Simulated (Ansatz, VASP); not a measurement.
## Ti in VASP and in Ansatz

```
Ti
1.0
     0.00000    2.06806    2.06806
     2.03000    0.03806    2.03000
     2.03000    2.03000    0.03806
Ti
1
Cartesian
  0.0000 0.0000 0.0000
```

Change from the starting cell: strain +0.0375 x Voigt [0, 0, 0, 1, 0, 0], atoms carried along.

Alike in both runs: task single point; functional PBEsol; k mesh 20 × 20 × 20; occupations gaussian, width 0.15 eV; no spin polarisation.

```csv
,VASP,Ansatz
version,VASP 6.6.1,Ansatz 0.2.0
potentials or method,"VASP PAW PBE potentials, release 64 (Ti_sv), cutoff 520 eV","scalar-relativistic, plane waves, PAW"
valence electrons in the cell,12,12
```

```tsv
	VASP	Ansatz	Ansatz less VASP
gap on the k mesh at the Fermi level (eV)	none	none	-
pressure (GPa)	-0.5	-0.2	+0.28
traceless stress, the component that is largest in VASP (GPa)	-2.23	-2.24	-0.015
```

VASP's potentials were made for PBE, not for PBEsol. A gap of «none» marks a metal or a gap that the smearing closes.
